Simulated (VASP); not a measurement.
# Cu (P6_3/mmc) in VASP: further runs

Cu is run at these levels: PBEsol; tasks: single point.

Everything below comes from runs of VASP 6.6.1. Logs are shortened: lines on timing, memory, paths and dates and some standing lists are left out, and cuts for length are marked.

## 1. The cell of the first run

Symmetry: P6_3/mmc, No. 194, hexagonal system. The conventional cell has a = 2.455 Å, b = 2.455 Å, c = 4.382 Å, α = 90.00°, β = 90.00°, γ = 120.00°. Cu (site symmetry -6m2) has 12 Cu at 2.45 to 2.61 Å within 3.2 Å.

This isn't the form of Cu at room conditions, which is fcc.

## 2. Single point, PBEsol

INCAR

```
SYSTEM = Cu
ALGO = Fast
EDIFF = 1E-7
ENCUT = 520
GGA = PS
ISIF = 2
ISMEAR = 0
LASPH = .True.
LCHARG = .False.
LREAL = .False.
LWAVE = .False.
NBANDS = 18
NELM = 100
PREC = Accurate
SIGMA = 0.15
```

KPOINTS

```
k-points
0
Gamma
  24 24 14
  0 0 0
```

POSCAR

```
Cu
1.0
    2.4548537087      0.0000000000      0.0000000000
   -1.2274268543      2.1259656743      0.0000000000
    0.0000000000      0.0000000000      4.3823648565
Cu
2
Direct
    0.3333333333      0.6666666667      0.2500000000
    0.6666666667      0.3333333333      0.7500000000
```

Potentials or basis: VASP PAW PBE potentials, release 64 (Cu).

The run is started by

```
> cat potpaw_PBE.64/Cu/POTCAR > POTCAR
> mpirun -np 1 vasp_std > vasp.out
```

OUTCAR:

```text
SYSTEM = Cu
   EDIFF = 1E-7
   ENCUT = 520
   GGA = PS
   ISIF = 2
   ISMEAR = 0
   LASPH = .True.
   LREAL = .False.
   NELM = 100
   PREC = Accurate

 ion  position               nearest neighbor table
   1  0.333  0.667  0.250-   2 2.61   2 2.61   2 2.61   2 2.61   2 2.61   2 2.61
   2  0.667  0.333  0.750-   1 2.61   1 2.61   1 2.61   1 2.61   1 2.61   1 2.61

  LATTYP: Found a hexagonal cell.
 ALAT       =     2.4548537087
 C/A-ratio  =     1.7851837122

  Lattice vectors:

 A1 = (   2.4548537087,   0.0000000000,   0.0000000000)
 A2 = (  -1.2274268543,   2.1259656743,   0.0000000000)
 A3 = (   0.0000000000,   0.0000000000,   4.3823648565)

Analysis of symmetry for initial positions (statically):
=====================================================================
 Subroutine PRICEL returns:
 Original cell was already a primitive cell.

 Routine SETGRP: Setting up the symmetry group for a
 hexagonal supercell.

 Subroutine GETGRP returns: Found 24 space group operations
 (whereof 12 operations were pure point group operations)
 out of a pool of 24 trial point group operations.

The static configuration has the point symmetry D_3d.
 The point group associated with its full space group is D_6h.

Analysis of symmetry for dynamics (positions and initial velocities):
=====================================================================
 Subroutine PRICEL returns:
 Original cell was already a primitive cell.

 Routine SETGRP: Setting up the symmetry group for a
 hexagonal supercell.

 Subroutine GETGRP returns: Found 24 space group operations
 (whereof 12 operations were pure point group operations)
 out of a pool of 24 trial point group operations.

The dynamic configuration has the point symmetry D_3d.
 The point group associated with its full space group is D_6h.

 Subroutine INISYM returns: Found 24 space group operations
 (whereof 12 operations are pure point group operations),
 and found     1 'primitive' translations

----------------------------------------------------------------------------------------

                                     Primitive cell

  volume of cell :      22.8713

  direct lattice vectors                    reciprocal lattice vectors
     2.454853709  0.000000000  0.000000000     0.407356250  0.235187240  0.000000000
    -1.227426854  2.125965674  0.000000000     0.000000000  0.470374481  0.000000000
     0.000000000  0.000000000  4.382364856     0.000000000  0.000000000  0.228187299

  length of vectors
     2.454853709  2.454853709  4.382364856     0.470374481  0.470374481  0.228187299

[... 81 lines left out ...]
   LREAL  =      F    real-space projection
   EDIFFG = 0.1E-05   stopping-criterion for IOM
   NSW    =      0    number of steps for IOM
   IBRION =     -1    ionic relax: 0-MD 1-quasi-New 2-CG
   NFREE  =      0    steps in history (QN), initial steepest desc. (CG)
   ISIF   =      2    stress and relaxation
   ISYM   =      2    0-nonsym 1-usesym 2-fastsym
   POTIM  = 0.5000    time-step for ionic-motion
   TEBEG  =    0.0;   TEEND  =   0.0 temperature during run
   PSTRESS=    0.0 pullay stress
   NELECT =      22.0000    total number of electrons
   NUPDOWN=      -1.0000    fix difference up-down
   EMIN   =  10.00;   EMAX   =-10.00  energy-range for DOS
   EFERMI =   0.00;   METHOD = LEGACY
   ISMEAR =     0;   SIGMA  =   0.15  broadening in eV -4-tet -1-fermi 0-gaus
   EFERMI_NEDOS =   21; number of points for ismear=-14 and -15
   IALGO  =     68    algorithm
   IMIX   =      4    mixing-type and parameters
     AMIX     =   0.40;   BMIX     =  1.00
     AMIX_MAG =   1.60;   BMIX_MAG =  1.00
  volume/ion in A,a.u.               =      11.44        77.17
  Fermi-wavevector in a.u.,A,eV,Ry     =   1.616041  3.053874 35.532800  2.611587
  Thomas-Fermi vector in A             =   2.710691
   LORBIT       =      0    0 simple, 1 ext, 2 COOP (PROOUT), +10 PAW based schemes
   GGA     = PS    functional components
   LHFCALC =     F    Hartree Fock is set to
   AEXX    =    0.0000 exact exchange contribution
   IVDW    =     0    specifies the selected vdW correction
   LEPSILON=     F    determine dielectric tensor
   LRPA    =     F    only Hartree local field effects (RPA)
 non-spin polarized calculation
 RMM-DIIS sequential band-by-band and
 Gauss-broadening in eV      SIGMA  =   0.15
  energy-cutoff  :      520.00
  volume of cell :       22.87
 maximum number of plane-waves:       635
   NGX =  9   NGY =  9   NGZ = 17

 number of electron      22.0000003 magnetization

 Free energy of the ion-electron system (eV)
  ---------------------------------------------------
  ext. energy  EPLUGINS =         0.00000000
  ---------------------------------------------------
  free energy    TOTEN  =        -8.53626385 eV

  energy without entropy =       -8.52588220  energy(sigma->0) =       -8.53107303

 E-fermi :   7.8199     XC(G=0): -13.0915

 val. band max:        7.8140837513   @ k =   0.3750   0.0417   0.4286
 cond. band min:       7.8289204072   @ k =   0.2917   0.2083   0.1429
 fundamental gap:      0.0148366559
 Fermi energy:         7.8198974282

 k-point     1 :       0.0000    0.0000    0.0000
  band No.  band energies     occupation
      1      -1.8314      2.00000
      2       2.2814      2.00000
      3       4.3467      2.00000
      4       4.7131      2.00000
      5       4.7131      2.00000
      6       4.8658      2.00000
[... 481 lines left out ...]
      5       4.8075      2.00000
      6       4.8939      2.00000
[... 10 lines left out ...]
     17      22.0388      0.00000
     18      29.1733      0.00000

 [... further k-points ...]

------------------------ aborting loop because EDIFF is reached ----------------------------------------

  FORCE on cell =-STRESS in cart. coord.  units (eV):
  Direction    XX          YY          ZZ          XY          YZ          ZX
  --------------------------------------------------------------------------------------
  -------------------------------------------------------------------------------------
  Total        0.8799244      0.8799244     -1.4632776      0.0000000     -0.0000000      0.0000000
  in kB       61.6404142     61.6404142   -102.5054397      0.0000000     -0.0000000      0.0000000
  external PRESSURE =       6.9251296 kB  Pullay stress =       0.0000000 kB

 VOLUME and BASIS-vectors are now :
 -----------------------------------------------------------------------------
  energy-cutoff  :      520.00
  volume of cell :       22.87
      direct lattice vectors                 reciprocal lattice vectors
     2.454853709  0.000000000  0.000000000     0.407356250  0.235187240  0.000000000
    -1.227426854  2.125965674  0.000000000     0.000000000  0.470374481  0.000000000
     0.000000000  0.000000000  4.382364856     0.000000000  0.000000000  0.228187299

 POSITION                                       TOTAL-FORCE (eV/Angst)
 -----------------------------------------------------------------------------------
     -0.00000      1.41731      1.09559         0.000000      0.000000      0.000000
      1.22743      0.70866      3.28677        -0.000000      0.000000      0.000000
 -----------------------------------------------------------------------------------
    total drift:                               -0.000000      0.000000     -0.000000

  FREE ENERGIE OF THE ION-ELECTRON SYSTEM (eV)
  ---------------------------------------------------
  free  energy   TOTEN  =        -8.5362638532 eV

  energy  without entropy=       -8.5258822028  energy(sigma->0) =       -8.53107303
```

It took 1.9 min on 1 thread of AMD EPYC 9R45 (Zen 5), shared host; peak memory 0.23 GiB.

Results:

```yaml
Free_energy: -8.5363 eV
Pressure: 0.7 GPa
Band_gap_on_the_k_mesh: zero (bands 11 and 12 overlap by 6.56 eV)
```

Stress tensor (GPa, compression positive):
```
  6.16   0.00   0.00
  0.00   6.16   0.00
  0.00   0.00 -10.25
```

Levels at points of the mesh, in eV from the Fermi level:
| k point | band 7 | band 8 | band 9 | band 10 | band 11 | band 12 | band 13 | band 14 | band 15 | band 16 |
| --- | --- | --- | --- | --- | --- | --- | --- | --- | --- | --- |
| (0.00, 0.00, 0.00) | -2.95 | -2.33 | -2.33 | -1.90 | -1.77 | -1.77 | 2.70 | 20.96 | 22.84 | 24.24 |
| (0.50, 0.00, 0.00) | -2.90 | -1.74 | -1.53 | -1.48 | 0.15 | 1.89 | 7.55 | 7.65 | 10.44 | 10.65 |
| (0.00, 0.00, 0.50) | -3.09 | -3.09 | -1.98 | -1.98 | -1.98 | -1.98 | 10.45 | 10.45 | 23.49 | 23.49 |
| (0.50, 0.00, 0.50) | -1.96 | -1.96 | -1.50 | -1.50 | 0.52 | 0.52 | 5.26 | 5.26 | 16.17 | 16.17 |

Caveat: the PAW data sets were made with another functional, which shifts forces and pressure a little.

## 3. Single point, PBEsol

This run uses another cell than the first one, of the same volume but with other edges.

INCAR

```
PREC = Accurate
ENCUT = 520
EDIFF = 1E-6
ISMEAR = 0
SIGMA = 0.15
LREAL = F
LASPH = T
NELM = 80
ALGO = Fast
ISIF = 2
LWAVE = F
LCHARG = F
GGA = PS
NBANDS = 18
```

KPOINTS

```
regular mesh
0
Gamma
  24 24 14
```

POSCAR

```
Cu
1.0
    2.5688146370      0.0000000000      0.0000000000
   -1.2844073185      2.2246587333      0.0000000000
    0.0000000000      0.0000000000      4.0021580069
Cu
2
Direct
    0.3333333333      0.6666666667      0.2500000000
    0.6666666667      0.3333333333      0.7500000000
```

Potentials or basis: VASP PAW PBE potentials, release 64 (Cu).

The run is started by

```
> cat potpaw_PBE.64/Cu/POTCAR > POTCAR
> mpirun -np 1 vasp_std > vasp.out
```

Wall time 94 s (1 thread of AMD EPYC 9R45 (Zen 5), shared host); peak memory 0.23 GiB.

Results (log left out):

* Free energy: -8.5805 eV
* Pressure: -0.4 GPa
* Band gap on the k mesh: zero (bands 11 and 12 overlap by 5.84 eV)

Stress tensor (GPa, compression positive):
```
-3.49  0.00  0.00
 0.00 -3.49  0.00
 0.00  0.00  5.90
```

Levels at points of the mesh, in eV from the Fermi level:
| k point | band 7 | band 8 | band 9 | band 10 | band 11 | band 12 | band 13 | band 14 | band 15 | band 16 |
| --- | --- | --- | --- | --- | --- | --- | --- | --- | --- | --- |
| (0.00, 0.00, 0.00) | -2.81 | -2.67 | -2.67 | -1.75 | -1.75 | -0.66 | 4.59 | 20.97 | 21.15 | 21.15 |
| (0.50, 0.00, 0.00) | -2.70 | -1.74 | -1.61 | -1.55 | -0.11 | 1.43 | 8.11 | 8.69 | 11.12 | 11.66 |
| (0.00, 0.00, 0.50) | -3.16 | -3.16 | -1.98 | -1.98 | -1.98 | -1.98 | 13.95 | 13.95 | 21.71 | 21.71 |
| (0.50, 0.00, 0.50) | -1.96 | -1.96 | -1.65 | -1.65 | 0.39 | 0.39 | 4.89 | 4.89 | 15.89 | 15.89 |

Caveat: the PAW data sets were made with another functional, which shifts forces and pressure a little.
